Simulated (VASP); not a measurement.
# CdS in VASP: notebook

Runs on CdS. Level: LDA. Tasks: single point.

Everything below comes from runs of VASP 6.6.1. Logs are shortened: lines on timing, memory, paths and dates and some standing lists are left out, and cuts for length are marked.

### 1 The cell of the first run

It takes space group P6_3mc (No. 186, hexagonal). Conventional cell: a = 4.121 Å, b = 4.121 Å, c = 6.726 Å, α = 90.00°, β = 90.00°, γ = 120.00°. Within 3.3 Å of Cd (site symmetry 3m) lie 4 S at 2.50 to 2.59 Å. Within 3.3 Å of S (site symmetry 3m) lie 4 Cd at 2.50 to 2.59 Å.

### 2 Single point, LDA (volume scaled by 0.99)

The input, INCAR:

```
SYSTEM = CdS
PREC = Accurate
ENCUT = 520
EDIFF = 1E-6
ISMEAR = -1
SIGMA = 0.02
LREAL = .FALSE.
LASPH = .TRUE.
NELM = 80
ALGO = Normal
ISIF = 2
LWAVE = .FALSE.
LCHARG = .FALSE.
NBANDS = 26
```

The input, KPOINTS:

```
Automatic mesh
0
G
  8 8 4
  0 0 0
```

The input, POSCAR:

```
CdS
1.0
    4.1209703402      0.0000000000      0.0000000000
   -2.0604851701      3.5688650029      0.0000000000
    0.0000000000      0.0000000000      6.7264279250
Cd S
2 2
Direct
    0.3333333333      0.6666666667      0.0000000000
    0.6666666667      0.3333333333      0.5000000000
    0.3333333333      0.6666666667      0.3850000000
    0.6666666667      0.3333333333      0.8850000000
```

Potentials or basis: VASP PAW LDA potentials, release 64 (Cd, S).

On the command line:

```
> cat potpaw_LDA.64/Cd/POTCAR potpaw_LDA.64/S/POTCAR > POTCAR
> mpirun -np 1 vasp_std > vasp.out
```

OUTCAR:

```text
SYSTEM = CdS
   PREC = Accurate
   ENCUT = 520
   EDIFF = 1E-6
   ISMEAR = -1
   LREAL = .FALSE.
   LASPH = .TRUE.
   NELM = 80
   ISIF = 2

 ion  position               nearest neighbor table
   1  0.333  0.667  0.000-   4 2.50   4 2.50   4 2.50   3 2.59
   2  0.667  0.333  0.500-   3 2.50   3 2.50   3 2.50   4 2.59
   3  0.333  0.667  0.385-   2 2.50   2 2.50   2 2.50   1 2.59
   4  0.667  0.333  0.885-   1 2.50   1 2.50   1 2.50   2 2.59

  LATTYP: Found a hexagonal cell.
 ALAT       =     4.1209703402
 C/A-ratio  =     1.6322437120

  Lattice vectors:

 A1 = (   4.1209703402,   0.0000000000,   0.0000000000)
 A2 = (  -2.0604851701,   3.5688650029,   0.0000000000)
 A3 = (   0.0000000000,   0.0000000000,   6.7264279250)

Analysis of symmetry for initial positions (statically):
=====================================================================
 Subroutine PRICEL returns:
 Original cell was already a primitive cell.

 Routine SETGRP: Setting up the symmetry group for a
 hexagonal supercell.

 Subroutine GETGRP returns: Found 12 space group operations
 (whereof  6 operations were pure point group operations)
 out of a pool of 24 trial point group operations.

The static configuration has the point symmetry C_3v.
 The point group associated with its full space group is C_6v.

Analysis of symmetry for dynamics (positions and initial velocities):
=====================================================================
 Subroutine PRICEL returns:
 Original cell was already a primitive cell.

 Routine SETGRP: Setting up the symmetry group for a
 hexagonal supercell.

 Subroutine GETGRP returns: Found 12 space group operations
 (whereof  6 operations were pure point group operations)
 out of a pool of 24 trial point group operations.

The dynamic configuration has the point symmetry C_3v.
 The point group associated with its full space group is C_6v.

 Subroutine INISYM returns: Found 12 space group operations
 (whereof  6 operations are pure point group operations),
 and found     1 'primitive' translations

----------------------------------------------------------------------------------------

                                     Primitive cell

  volume of cell :      98.9268

  direct lattice vectors                    reciprocal lattice vectors
     4.120970340  0.000000000  0.000000000     0.242661295  0.140100564  0.000000000
[... 84 lines left out ...]
   ISPIN  =      1    spin polarized calculation?
   LNONCOLLINEAR =      F non collinear calculations
   LSORBIT =      F    spin-orbit coupling
   LASPH  =      T    aspherical Exc in radial PAW
   ENCUT  =  520.0 eV  38.22 Ry    6.18 a.u.   7.66  7.66 12.51*2*pi/ulx,y,z
   NELM   =     80;   NELMIN=  2; NELMDL= -5     # of ELM steps
   EDIFF  = 0.1E-05   stopping-criterion for ELM
   LREAL  =      F    real-space projection
   EDIFFG = 0.1E-04   stopping-criterion for IOM
   NSW    =      0    number of steps for IOM
   IBRION =     -1    ionic relax: 0-MD 1-quasi-New 2-CG
   NFREE  =      0    steps in history (QN), initial steepest desc. (CG)
   ISIF   =      2    stress and relaxation
   ISYM   =      2    0-nonsym 1-usesym 2-fastsym
   POTIM  = 0.5000    time-step for ionic-motion
   TEBEG  =    0.0;   TEEND  =   0.0 temperature during run
   PSTRESS=    0.0 pullay stress
   NELECT =      36.0000    total number of electrons
   NUPDOWN=      -1.0000    fix difference up-down
   EMIN   =  10.00;   EMAX   =-10.00  energy-range for DOS
   EFERMI =   0.00;   METHOD = LEGACY
   ISMEAR =    -1;   SIGMA  =   0.02  broadening in eV -4-tet -1-fermi 0-gaus
   EFERMI_NEDOS =   21; number of points for ismear=-14 and -15
   IALGO  =     38    algorithm
   IMIX   =      4    mixing-type and parameters
     AMIX     =   0.40;   BMIX     =  1.00
     AMIX_MAG =   1.60;   BMIX_MAG =  1.00
  volume/ion in A,a.u.               =      24.73       166.90
  Fermi-wavevector in a.u.,A,eV,Ry     =   1.168793  2.208699 18.586609  1.366077
  Thomas-Fermi vector in A             =   2.305275
   LORBIT       =      0    0 simple, 1 ext, 2 COOP (PROOUT), +10 PAW based schemes
   GGA     = CA    functional components
   LHFCALC =     F    Hartree Fock is set to
   AEXX    =    0.0000 exact exchange contribution
   IVDW    =     0    specifies the selected vdW correction
   LEPSILON=     F    determine dielectric tensor
   LRPA    =     F    only Hartree local field effects (RPA)
 non-spin polarized calculation
  energy-cutoff  :      520.00
  volume of cell :       98.93
 maximum number of plane-waves:      2694
 NGX is ok and might be reduce to    32
   NGX = 15   NGY = 15   NGZ = 25

 number of electron      35.9999993 magnetization

 Free energy of the ion-electron system (eV)
  ---------------------------------------------------
  ext. energy  EPLUGINS =         0.00000000
  ---------------------------------------------------
  free energy    TOTEN  =       -14.78670390 eV

  energy without entropy =      -14.78670390  energy(sigma->0) =      -14.78670390

 E-fermi :   1.5987     XC(G=0):  -9.5930

 val. band max:        1.1458801676   @ k =   0.0000   0.0000   0.0000
 cond. band min:       2.1405192555   @ k =   0.0000   0.0000   0.0000
 fundamental gap:      0.9946390879
 Fermi energy:         1.5987058520

 k-point     1 :       0.0000    0.0000    0.0000
  band No.  band energies     occupation
      1     -11.2330      2.00000
      2     -10.7964      2.00000
      3      -6.6421      2.00000
      4      -6.6421      2.00000
      5      -6.5718      2.00000
      6      -6.5718      2.00000
[... 685 lines left out ...]
     25       9.3932      0.00000
     26       9.3932      0.00000

 [... further k-points ...]
[... 5 lines left out ...]
  --------------------------------------------------------------------------------------
  -------------------------------------------------------------------------------------
  Total       -0.6103593     -0.6103593     -1.8722946     -0.0000000     -0.0000000      0.0000000
  in kB       -9.8851220     -9.8851220    -30.3228952     -0.0000000     -0.0000000      0.0000000
  external PRESSURE =     -16.6977131 kB  Pullay stress =       0.0000000 kB

 VOLUME and BASIS-vectors are now :
 -----------------------------------------------------------------------------
  energy-cutoff  :      520.00
  volume of cell :       98.93
      direct lattice vectors                 reciprocal lattice vectors
     4.120970340  0.000000000  0.000000000     0.242661295  0.140100564  0.000000000
    -2.060485170  3.568865003  0.000000000     0.000000000  0.280201128  0.000000000
     0.000000000  0.000000000  6.726427925     0.000000000  0.000000000  0.148667318

 POSITION                                       TOTAL-FORCE (eV/Angst)
 -----------------------------------------------------------------------------------
     -0.00000      2.37924      0.00000         0.000000     -0.000000      0.257483
      2.06049      1.18962      3.36321        -0.000000      0.000000      0.257483
     -0.00000      2.37924      2.58967         0.000000     -0.000000     -0.257483
      2.06049      1.18962      5.95289        -0.000000      0.000000     -0.257483
 -----------------------------------------------------------------------------------
    total drift:                               -0.000000     -0.000000     -0.000649

  FREE ENERGIE OF THE ION-ELECTRON SYSTEM (eV)
  ---------------------------------------------------
  free  energy   TOTEN  =       -14.7867039045 eV

  energy  without entropy=      -14.7867039045  energy(sigma->0) =      -14.78670390
```

stdout:

```text
POSCAR found type information on POSCAR CdS
 POSCAR found :  2 types and       4 ions
 scaLAPACK will be used
 LDA part: xc-table for (Slater(with rela. corr.)+CA(PZ))
 , standard interpolation
 POSCAR, INCAR and KPOINTS ok, starting setup
 FFT: planning ... GRIDC
 FFT: planning ... GRID_SOFT
 FFT: planning ... GRID
 WAVECAR not read
 entering main loop
```

Run time: 59 s. Hardware: 1 thread of Intel Xeon Platinum 8375C at 2.90GHz (Ice Lake), shared host; peak memory 0.21 GiB.

What came out:

```
Free energy            : -14.7867 eV
Pressure               : -1.7 GPa
Largest force          : 0.257 eV/Å
Band gap on the k mesh : 0.99 eV, direct
```

Forces in eV/Å, atoms in the order of the input:
```
Cd   0.000  0.000  0.257
Cd   0.000  0.000  0.257
S    0.000  0.000 -0.257
S    0.000  0.000 -0.257
```

Stress tensor (GPa, compression positive):
```
-0.99  0.00  0.00
 0.00 -0.99  0.00
 0.00  0.00 -3.03
```

### 3 Single point, LDA (volume scaled by 1.02)

The input, INCAR:

```
SYSTEM = CdS
PREC = Accurate ; ENCUT = 520
EDIFF = 1E-6 ; ISMEAR = -1
SIGMA = 0.02 ; LREAL = .False.
LASPH = .True. ; NELM = 80
ALGO = Normal ; ISIF = 2
LWAVE = .False. ; LCHARG = .True.
LELF = .True. ; LVHAR = .True.
NBANDS = 26
```

The input, KPOINTS:

```
Automatic mesh
0
Gamma
  8 8 4
  0 0 0
```

The input, POSCAR:

```
CdS
1.0
    4.1621827776      0.0000000000      0.0000000000
   -2.0810913888      3.6045560206      0.0000000000
    0.0000000000      0.0000000000      6.7936966668
Cd S
2 2
Direct
    0.3333333333      0.6666666667      0.0000000000
    0.6666666667      0.3333333333      0.5000000000
    0.3333333333      0.6666666667      0.3850000000
    0.6666666667      0.3333333333      0.8850000000
```

Potentials or basis: VASP PAW LDA potentials, release 64 (Cd, S).

On the command line:

```
> cat potpaw_LDA.64/Cd/POTCAR potpaw_LDA.64/S/POTCAR > POTCAR
> mpirun -np 1 vasp_std > vasp.out
```

OUTCAR:

```text
SYSTEM = CdS
   PREC = Accurate
   ENCUT = 520
   EDIFF = 1E-6
   ISMEAR = -1
   LREAL = .False.
   LASPH = .True.
   NELM = 80
   ISIF = 2

 ion  position               nearest neighbor table
   1  0.333  0.667  0.000-   4 2.53   4 2.53   4 2.53   3 2.62
   2  0.667  0.333  0.500-   3 2.53   3 2.53   3 2.53   4 2.62
   3  0.333  0.667  0.385-   2 2.53   2 2.53   2 2.53   1 2.62
   4  0.667  0.333  0.885-   1 2.53   1 2.53   1 2.53   2 2.62

  LATTYP: Found a hexagonal cell.
 ALAT       =     4.1621827776
 C/A-ratio  =     1.6322437120

  Lattice vectors:

 A1 = (   4.1621827776,   0.0000000000,   0.0000000000)
 A2 = (  -2.0810913888,   3.6045560206,   0.0000000000)
 A3 = (   0.0000000000,   0.0000000000,   6.7936966668)

Analysis of symmetry for initial positions (statically):
=====================================================================
 Subroutine PRICEL returns:
 Original cell was already a primitive cell.

 Routine SETGRP: Setting up the symmetry group for a
 hexagonal supercell.

 Subroutine GETGRP returns: Found 12 space group operations
[... 165 lines left out ...]
  ext. energy  EPLUGINS =         0.00000000
  ---------------------------------------------------
  free energy    TOTEN  =       -14.73983924 eV

  energy without entropy =      -14.73983924  energy(sigma->0) =      -14.73983924

 E-fermi :   1.3314     XC(G=0):  -9.4580

 val. band max:        0.8875121644   @ k =   0.0000   0.0000   0.0000
 cond. band min:       1.8143994515   @ k =   0.0000   0.0000   0.0000
 fundamental gap:      0.9268872871
 Fermi energy:         1.3313907168

 k-point     1 :       0.0000    0.0000    0.0000
  band No.  band energies     occupation
      1     -11.3075      2.00000
      2     -10.8986      2.00000
      3      -6.7898      2.00000
      4      -6.7898      2.00000
      5      -6.7246      2.00000
      6      -6.7246      2.00000
[... 685 lines left out ...]
     25       9.0862      0.00000
     26       9.0862      0.00000

 [... further k-points ...]
[... 5 lines left out ...]
  --------------------------------------------------------------------------------------
  -------------------------------------------------------------------------------------
  Total       -1.7695430     -1.7695430     -2.8182521      0.0000000     -0.0000000      0.0000000
  in kB      -27.8158688    -27.8158688    -44.3007767      0.0000000     -0.0000000      0.0000000
  external PRESSURE =     -33.3108381 kB  Pullay stress =       0.0000000 kB

 VOLUME and BASIS-vectors are now :
 -----------------------------------------------------------------------------
  energy-cutoff  :      520.00
  volume of cell :      101.92
      direct lattice vectors                 reciprocal lattice vectors
     4.162182778  0.000000000  0.000000000     0.240258550  0.138713339  0.000000000
    -2.081091389  3.604556021  0.000000000     0.000000000  0.277426677  0.000000000
     0.000000000  0.000000000  6.793696667     0.000000000  0.000000000  0.147195268

 POSITION                                       TOTAL-FORCE (eV/Angst)
 -----------------------------------------------------------------------------------
     -0.00000      2.40304      0.00000        -0.000000     -0.000000      0.227557
      2.08109      1.20152      3.39685         0.000000      0.000000      0.227557
     -0.00000      2.40304      2.61557         0.000000     -0.000000     -0.227557
      2.08109      1.20152      6.01242        -0.000000      0.000000     -0.227557
 -----------------------------------------------------------------------------------
    total drift:                               -0.000000     -0.000000     -0.000278

  FREE ENERGIE OF THE ION-ELECTRON SYSTEM (eV)
  ---------------------------------------------------
  free  energy   TOTEN  =       -14.7398392443 eV

  energy  without entropy=      -14.7398392443  energy(sigma->0) =      -14.73983924
```

stdout:

```text
POSCAR found type information on POSCAR CdS
 POSCAR found :  2 types and       4 ions
 scaLAPACK will be used
 LDA part: xc-table for (Slater(with rela. corr.)+CA(PZ))
 , standard interpolation
 POSCAR, INCAR and KPOINTS ok, starting setup
 FFT: planning ... GRIDC
 FFT: planning ... GRID_SOFT
 FFT: planning ... GRID
 WAVECAR not read
 entering main loop
```

Wall time 53 s (1 thread of Intel Xeon Platinum 8375C at 2.90GHz (Ice Lake), shared host); peak memory 0.22 GiB.

Results:

| Quantity | Value |
| --- | --- |
| Free energy | -14.7398 eV |
| Pressure | -3.3 GPa |
| Largest force | 0.228 eV/Å |
| Band gap on the k mesh | 0.93 eV, direct |

Forces on the atoms (eV/Å):
```
Cd   0.000  0.000  0.228
Cd   0.000  0.000  0.228
S    0.000  0.000 -0.228
S    0.000  0.000 -0.228
```

Levels at points of the mesh, in eV from the valence-band top:
| k point | band 14 | band 15 | band 16 | band 17 | band 18 | band 19 | band 20 | band 21 | band 22 | band 23 |
| --- | --- | --- | --- | --- | --- | --- | --- | --- | --- | --- |
| (0.00, 0.00, 0.00) | -0.69 | -0.69 | -0.03 | 0.00 | 0.00 | 0.93 | 2.47 | 6.31 | 6.31 | 6.57 |
| (0.50, 0.00, 0.00) | -3.60 | -2.52 | -1.83 | -1.20 | -0.82 | 3.48 | 3.65 | 4.92 | 6.12 | 7.04 |
| (0.00, 0.00, 0.50) | -2.43 | -0.36 | -0.36 | -0.36 | -0.36 | 2.56 | 2.56 | 5.90 | 5.90 | 6.65 |
| (0.50, 0.00, 0.50) | -4.15 | -1.35 | -1.35 | -1.26 | -1.26 | 3.28 | 3.28 | 5.11 | 5.11 | 7.62 |

(Part 1 of 2 ends here.)
